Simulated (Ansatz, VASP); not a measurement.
**One calculation of N, two programs**

```xyz
4
Lattice="3.5804 0.0000 0.0000 -1.7902 3.1007 0.0000 0.0000 0.0000 7.6415" Properties=species:S:1:pos:R:3 pbc="T T T"
N     0.0000    2.0672    2.4573
N     0.0000    2.0672    1.3635
N     1.7902    1.0336    6.2780
N     1.7902    1.0336    5.1842
```

Alike in both runs: task single point; functional r2SCAN; k mesh 12 × 12 × 4; no spin polarisation.

|  | VASP | Ansatz |
| --- | --- | --- |
| version | VASP 6.6.1 | Ansatz 0.2.0 |
| potentials or method | VASP PAW PBE potentials, release 64 (N) | plane waves, PAW |
| plane-wave cutoff (eV) | 520 | 500 |
| occupations | gaussian, width 0.01 eV | fixed |
| valence electrons in the cell | 20 | 20 |

```tsv
	VASP	Ansatz	Ansatz less VASP
gap on the k mesh at the Fermi level (eV)	7.70	7.74	+0.035
pressure (GPa)	3.1	0.3	-2.78
traceless stress, the component that is largest in VASP (GPa)	6.11	-0.17	-6.285
rms of the force components (eV/Å)	1.296	0.033	-1.2633
```

VASP's potentials were made for PBE, not for r2SCAN. Atom by atom the forces differ by 1.329 eV/Å (rms over components).

Noted on VASP's run: the standard files for N, O and F lose accuracy on very short bonds.
